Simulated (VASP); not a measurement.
# Ag (P6_3/mmc) in VASP: a series of runs

Runs on Ag. Level: PBE. Tasks: single point.

Program: VASP 6.6.1. These are calculated values, not measurements. Logs are shortened: lines on timing, memory, paths and dates and some standing lists are left out, and cuts for length are marked.

### 1 The cell of the first run

Symmetry: P6_3/mmc, No. 194, hexagonal system. Conventional cell: a = 3.025 Å, b = 3.025 Å, c = 9.564 Å, α = 90.00°, β = 90.00°, γ = 120.00°. Within 3.9 Å of Ag (site symmetry -6m2) lie 12 Ag at 2.96 to 3.02 Å. Within 3.9 Å of Ag (site symmetry -3m) lie 12 Ag at 2.96 to 3.02 Å.

### 2 Single point, PBE (strain +0.030 along x and y, +0.000 along z)

Input file INCAR:

```
SYSTEM = Ag
ALGO     = Fast           ! electronic algorithm
EDIFF    = 1E-6           ! SCF threshold, eV
ENCUT    = 520            ! plane-wave cutoff, eV
GGA      = PE             ! functional
ISIF     = 2              ! what is computed and relaxed
ISMEAR   = 0              ! smearing method
LASPH    = .TRUE.         ! aspherical terms in the spheres
LCHARG   = .FALSE.        ! write CHGCAR
LREAL    = .FALSE.        ! projectors in reciprocal space
LWAVE    = .FALSE.        ! write WAVECAR
NBANDS   = 30             ! bands
NELM     = 60             ! most SCF steps
PREC     = Accurate       ! precision mode
SIGMA    = 0.15           ! smearing width, eV
```

Input file KPOINTS:

```
k-points
0
G
  18 18 6
  0 0 0
```

Input file POSCAR:

```
Ag
1.0
    3.0249220108      0.0000000000      0.0000000000
   -1.5124610054      2.6196593058      0.0000000000
    0.0000000000      0.0000000000      9.5635118913
Ag
4
Direct
    0.3333333333      0.6666666667      0.2500000000
    0.6666666667      0.3333333333      0.7500000000
    0.0000000000      0.0000000000      0.0000000000
    0.0000000000      0.0000000000      0.5000000000
```

Potentials or basis: VASP PAW PBE potentials, release 64 (Ag).

On the command line:

```console
cat potpaw_PBE.64/Ag/POTCAR > POTCAR
mpirun -np 1 vasp_std > vasp.out
```

OUTCAR:

```text
SYSTEM = Ag
   EDIFF = 1E-6
   ENCUT = 520
   GGA = PE
   ISIF = 2
   ISMEAR = 0
   LASPH = .TRUE.
   LREAL = .FALSE.
   NELM = 60
   PREC = Accurate

 ion  position               nearest neighbor table
   1  0.333  0.667  0.250-   3 2.96   4 2.96   3 2.96   4 2.96   3 2.96   4 2.96
   2  0.667  0.333  0.750-   3 2.96   4 2.96   3 2.96   4 2.96   3 2.96   4 2.96
   3  0.000  0.000  0.000-   1 2.96   2 2.96   1 2.96   2 2.96   2 2.96   1 2.96
   4  0.000  0.000  0.500-   1 2.96   2 2.96   1 2.96   2 2.96   2 2.96   1 2.96

  LATTYP: Found a hexagonal cell.
 ALAT       =     3.0249220108
 C/A-ratio  =     3.1615730446

  Lattice vectors:

 A1 = (   3.0249220108,   0.0000000000,   0.0000000000)
 A2 = (  -1.5124610054,   2.6196593058,   0.0000000000)
 A3 = (   0.0000000000,   0.0000000000,   9.5635118913)

Analysis of symmetry for initial positions (statically):
=====================================================================
 Subroutine PRICEL returns:
 Original cell was already a primitive cell.

 Routine SETGRP: Setting up the symmetry group for a
 hexagonal supercell.

 Subroutine GETGRP returns: Found 24 space group operations
 (whereof 12 operations were pure point group operations)
 out of a pool of 24 trial point group operations.

The static configuration has the point symmetry D_3d.
 The point group associated with its full space group is D_6h.

Analysis of symmetry for dynamics (positions and initial velocities):
=====================================================================
 Subroutine PRICEL returns:
 Original cell was already a primitive cell.

 Routine SETGRP: Setting up the symmetry group for a
 hexagonal supercell.

 Subroutine GETGRP returns: Found 24 space group operations
 (whereof 12 operations were pure point group operations)
 out of a pool of 24 trial point group operations.

The dynamic configuration has the point symmetry D_3d.
 The point group associated with its full space group is D_6h.

 Subroutine INISYM returns: Found 24 space group operations
 (whereof 12 operations are pure point group operations),
 and found     1 'primitive' translations

----------------------------------------------------------------------------------------

                                     Primitive cell

  volume of cell :      75.7838

  direct lattice vectors                    reciprocal lattice vectors
[... 86 lines left out ...]
   LNONCOLLINEAR =      F non collinear calculations
   LSORBIT =      F    spin-orbit coupling
   LASPH  =      T    aspherical Exc in radial PAW
   ENCUT  =  520.0 eV  38.22 Ry    6.18 a.u.   5.62  5.62 17.78*2*pi/ulx,y,z
   NELM   =     60;   NELMIN=  2; NELMDL= -5     # of ELM steps
   EDIFF  = 0.1E-05   stopping-criterion for ELM
   LREAL  =      F    real-space projection
   EDIFFG = 0.1E-04   stopping-criterion for IOM
   NSW    =      0    number of steps for IOM
   IBRION =     -1    ionic relax: 0-MD 1-quasi-New 2-CG
   NFREE  =      0    steps in history (QN), initial steepest desc. (CG)
   ISIF   =      2    stress and relaxation
   ISYM   =      2    0-nonsym 1-usesym 2-fastsym
   POTIM  = 0.5000    time-step for ionic-motion
   TEBEG  =    0.0;   TEEND  =   0.0 temperature during run
   PSTRESS=    0.0 pullay stress
   NELECT =      44.0000    total number of electrons
   NUPDOWN=      -1.0000    fix difference up-down
   EMIN   =  10.00;   EMAX   =-10.00  energy-range for DOS
   EFERMI =   0.00;   METHOD = LEGACY
   ISMEAR =     0;   SIGMA  =   0.15  broadening in eV -4-tet -1-fermi 0-gaus
   EFERMI_NEDOS =   21; number of points for ismear=-14 and -15
   IALGO  =     68    algorithm
   IMIX   =      4    mixing-type and parameters
     AMIX     =   0.40;   BMIX     =  1.00
     AMIX_MAG =   1.60;   BMIX_MAG =  1.00
  volume/ion in A,a.u.               =      18.95       127.85
  Fermi-wavevector in a.u.,A,eV,Ry     =   1.365737  2.580868 25.378080  1.865236
  Thomas-Fermi vector in A             =   2.491939
   LORBIT       =      0    0 simple, 1 ext, 2 COOP (PROOUT), +10 PAW based schemes
   GGA     = PE    functional components
   LHFCALC =     F    Hartree Fock is set to
   AEXX    =    0.0000 exact exchange contribution
   IVDW    =     0    specifies the selected vdW correction
   LEPSILON=     F    determine dielectric tensor
   LRPA    =     F    only Hartree local field effects (RPA)
 non-spin polarized calculation
 RMM-DIIS sequential band-by-band and
 Gauss-broadening in eV      SIGMA  =   0.15
  energy-cutoff  :      520.00
  volume of cell :       75.78
 maximum number of plane-waves:      2065
 NGX is ok and might be reduce to    24
   NGX = 11   NGY = 11   NGZ = 35

 number of electron      43.9999980 magnetization

 Free energy of the ion-electron system (eV)
  ---------------------------------------------------
  ext. energy  EPLUGINS =         0.00000000
  ---------------------------------------------------
  free energy    TOTEN  =       -10.79447730 eV

  energy without entropy =      -10.78165890  energy(sigma->0) =      -10.78806810

 E-fermi :   7.0604     XC(G=0): -11.5902

 val. band max:        7.0258880829   @ k =   0.5000   0.0000   0.1667
 cond. band min:       7.0833204089   @ k =   0.2778   0.0556   0.3333
 fundamental gap:      0.0574323261
 Fermi energy:         7.0603906036

 k-point     1 :       0.0000    0.0000    0.0000
  band No.  band energies     occupation
      1       0.0226      2.00000
      2       1.2895      2.00000
      3       1.3623      2.00000
      4       1.3639      2.00000
      5       2.5424      2.00000
      6       2.5424      2.00000
[... 781 lines left out ...]
     29      15.2532      0.00000
     30      16.4184      0.00000

 [... further k-points ...]
[... 5 lines left out ...]
  --------------------------------------------------------------------------------------
  -------------------------------------------------------------------------------------
  Total       -2.4388831     -2.4388831     -1.4245815      0.0000000     -0.0000000      0.0000000
  in kB      -51.5614551    -51.5614551    -30.1176775      0.0000000     -0.0000000      0.0000000
  external PRESSURE =     -44.4135292 kB  Pullay stress =       0.0000000 kB

 VOLUME and BASIS-vectors are now :
 -----------------------------------------------------------------------------
  energy-cutoff  :      520.00
  volume of cell :       75.78
      direct lattice vectors                 reciprocal lattice vectors
     3.024922011  0.000000000  0.000000000     0.330587035  0.190864514  0.000000000
    -1.512461005  2.619659306  0.000000000     0.000000000  0.381729028  0.000000000
     0.000000000  0.000000000  9.563511891     0.000000000  0.000000000  0.104564099

 POSITION                                       TOTAL-FORCE (eV/Angst)
 -----------------------------------------------------------------------------------
     -0.00000      1.74644      2.39088         0.000000     -0.000000     -0.000000
      1.51246      0.87322      7.17263         0.000000      0.000000     -0.000000
      0.00000      0.00000      0.00000        -0.000000      0.000000      0.000000
      0.00000      0.00000      4.78176        -0.000000      0.000000      0.000000
 -----------------------------------------------------------------------------------
    total drift:                               -0.000000      0.000000      0.000000

  FREE ENERGIE OF THE ION-ELECTRON SYSTEM (eV)
  ---------------------------------------------------
  free  energy   TOTEN  =       -10.7944773024 eV

  energy  without entropy=      -10.7816589030  energy(sigma->0) =      -10.78806810
```

OSZICAR:

```text
N       E                     dE             d eps       ncg     rms          rms(c)
DAV:   1     0.287123489755E+03    0.28712E+03   -0.22486E+04  8920   0.143E+03
DAV:   2    -0.549587105760E+01   -0.29262E+03   -0.27702E+03  9204   0.324E+02
DAV:   3    -0.116420446992E+02   -0.61462E+01   -0.61107E+01 10242   0.531E+01
DAV:   4    -0.116700550714E+02   -0.28010E-01   -0.28005E-01  9546   0.351E+00
DAV:   5    -0.116703482948E+02   -0.29322E-03   -0.29322E-03 10302   0.388E-01    0.798E+00
RMM:   6    -0.108159212497E+02    0.85443E+00   -0.27095E+00  8887   0.109E+01    0.536E+00
RMM:   7    -0.108022624882E+02    0.13659E-01   -0.75950E-02  9128   0.166E+00    0.333E+00
RMM:   8    -0.107946567506E+02    0.76057E-02   -0.46768E-03  9293   0.491E-01    0.353E-01
RMM:   9    -0.107944433571E+02    0.21339E-03   -0.11468E-03  9609   0.208E-01    0.431E-02
RMM:  10    -0.107944731389E+02   -0.29782E-04   -0.11355E-04  9761   0.592E-02    0.649E-02
RMM:  11    -0.107944765724E+02   -0.34335E-05   -0.22239E-05  9660   0.319E-02    0.199E-02
RMM:  12    -0.107944773024E+02   -0.72997E-06   -0.39110E-06  7506   0.129E-02
   1 F= -.10794477E+02 E0= -.10788068E+02  d E =-.128184E-01
```

Wall time 95 s (1 thread of Intel Xeon 6975P-C (Granite Rapids), shared host); peak memory 0.36 GiB.

Results:

```
Free energy            : -10.7945 eV
Pressure               : -4.4 GPa
Band gap on the k mesh : zero (band 22 reaches 10.02 eV, above the bottom of band 23 at 4.08 eV)
```

Levels at points of the mesh, in eV from the Fermi level:
| k point | band 19 | band 20 | band 21 | band 22 | band 23 | band 24 | band 25 | band 26 |
| --- | --- | --- | --- | --- | --- | --- | --- | --- |
| (0.00, 0.00, 0.00) | -3.55 | -3.31 | -3.31 | -2.96 | -2.96 | 0.10 | 3.46 | 11.02 |
| (0.50, 0.00, 0.00) | -2.81 | -2.81 | -0.08 | 0.78 | 0.86 | 1.34 | 3.67 | 3.79 |
| (0.00, 0.00, 0.50) | -3.12 | -3.12 | -3.12 | -3.12 | -2.04 | -2.04 | 6.40 | 6.40 |
| (0.50, 0.00, 0.50) | -2.88 | -2.88 | 0.24 | 0.24 | 1.20 | 1.20 | 4.29 | 4.29 |

Caveat: the cell differs from its parent crystal (strain +0.030 along x and y, +0.000 along z).

### 3 Single point, PBE (strain +0.015 along x and y, +0.030 along z)

Input file INCAR:

```
ALGO = Fast ; EDIFF = 1E-6
ENCUT = 520 ; GGA = PE
ISIF = 2 ; ISMEAR = 0
LASPH = True ; LCHARG = False
LREAL = False ; LWAVE = False
NBANDS = 30 ; NELM = 100
PREC = Accurate ; SIGMA = 0.15
```

Input file KPOINTS:

```
k-points
0
Gamma
  18 18 6
```

Input file POSCAR:

```
Ag
1.0
    2.9808697485      0.0000000000      0.0000000000
   -1.4904348742      2.5815089276      0.0000000000
    0.0000000000      0.0000000000      9.8504172480
Ag
4
Direct
    0.3333333333      0.6666666667      0.2500000000
    0.6666666667      0.3333333333      0.7500000000
    0.0000000000      0.0000000000      0.0000000000
    0.0000000000      0.0000000000      0.5000000000
```

Potentials or basis: VASP PAW PBE potentials, release 64 (Ag).

On the command line:

```console
cat potpaw_PBE.64/Ag/POTCAR > POTCAR
mpirun -np 1 vasp_std > vasp.out
```

OUTCAR:

```text
EDIFF = 1E-6
   ENCUT = 520
   GGA = PE
   ISIF = 2
   ISMEAR = 0
   LASPH = True
   LREAL = False
   NELM = 100
   PREC = Accurate

 ion  position               nearest neighbor table
   1  0.333  0.667  0.250-   3 3.00   4 3.00   3 3.00   4 3.00   3 3.00   4 3.00
   2  0.667  0.333  0.750-   3 3.00   4 3.00   3 3.00   4 3.00   3 3.00   4 3.00
   3  0.000  0.000  0.000-   1 3.00   2 3.00   1 3.00   2 3.00   2 3.00   1 3.00
   4  0.000  0.000  0.500-   1 3.00   2 3.00   1 3.00   2 3.00   2 3.00   1 3.00

  LATTYP: Found a hexagonal cell.
 ALAT       =     2.9808697485
 C/A-ratio  =     3.3045446729

  Lattice vectors:

 A1 = (   2.9808697485,   0.0000000000,   0.0000000000)
 A2 = (  -1.4904348742,   2.5815089276,   0.0000000000)
 A3 = (   0.0000000000,   0.0000000000,   9.8504172480)

Analysis of symmetry for initial positions (statically):
=====================================================================
 Subroutine PRICEL returns:
 Original cell was already a primitive cell.

 Routine SETGRP: Setting up the symmetry group for a
 hexagonal supercell.

[... 172 lines left out ...]
  energy without entropy =      -10.79031440  energy(sigma->0) =      -10.79725327

 E-fermi :   7.0473     XC(G=0): -11.5894

 val. band max:        7.0324075129   @ k =   0.0556   0.0556   0.1667
 cond. band min:       7.0498002191   @ k =   0.4444  -0.0000   0.1667
 fundamental gap:      0.0173927063
 Fermi energy:         7.0473198733

 k-point     1 :       0.0000    0.0000    0.0000
  band No.  band energies     occupation
      1       0.0220      2.00000
      2       1.2515      2.00000
      3       1.2538      2.00000
      4       1.2578      2.00000
      5       2.5519      2.00000
      6       2.5935      2.00000
[... 781 lines left out ...]
     29      15.6093      0.00000
     30      16.2798      0.00000

 [... further k-points ...]

------------------------ aborting loop because EDIFF is reached ----------------------------------------

  FORCE on cell =-STRESS in cart. coord.  units (eV):
  Direction    XX          YY          ZZ          XY          YZ          ZX
  --------------------------------------------------------------------------------------
  -------------------------------------------------------------------------------------
  Total       -2.0200880     -2.0200880     -2.3441148     -0.0000000     -0.0000000      0.0000000
  in kB      -42.6982055    -42.6982055    -49.5470953     -0.0000000     -0.0000000      0.0000000
  external PRESSURE =     -44.9811687 kB  Pullay stress =       0.0000000 kB

 VOLUME and BASIS-vectors are now :
 -----------------------------------------------------------------------------
  energy-cutoff  :      520.00
  volume of cell :       75.80
      direct lattice vectors                 reciprocal lattice vectors
     2.980869748  0.000000000  0.000000000     0.335472558  0.193685172  0.000000000
    -1.490434874  2.581508928  0.000000000     0.000000000  0.387370343  0.000000000
     0.000000000  0.000000000  9.850417248     0.000000000  0.000000000  0.101518542

 POSITION                                       TOTAL-FORCE (eV/Angst)
 -----------------------------------------------------------------------------------
     -0.00000      1.72101      2.46260         0.000000     -0.000000     -0.000000
      1.49043      0.86050      7.38781        -0.000000      0.000000     -0.000000
      0.00000      0.00000      0.00000        -0.000000     -0.000000      0.000000
      0.00000      0.00000      4.92521        -0.000000     -0.000000      0.000000
 -----------------------------------------------------------------------------------
    total drift:                               -0.000000      0.000000     -0.000000

  FREE ENERGIE OF THE ION-ELECTRON SYSTEM (eV)
  ---------------------------------------------------
  free  energy   TOTEN  =       -10.8041921520 eV

  energy  without entropy=      -10.7903143976  energy(sigma->0) =      -10.79725327
```

Wall time 1.7 min (1 thread of Intel Xeon 6975P-C (Granite Rapids), shared host); peak memory 0.37 GiB.

What came out:

```yaml
Free_energy: -10.8042 eV
Pressure: -4.5 GPa
Band_gap_on_the_k_mesh: zero (band 22 reaches 10.28 eV, above the bottom of band 23 at 4.02 eV)
```

Caveat: the cell differs from its parent crystal (strain +0.015 along x and y, +0.030 along z).
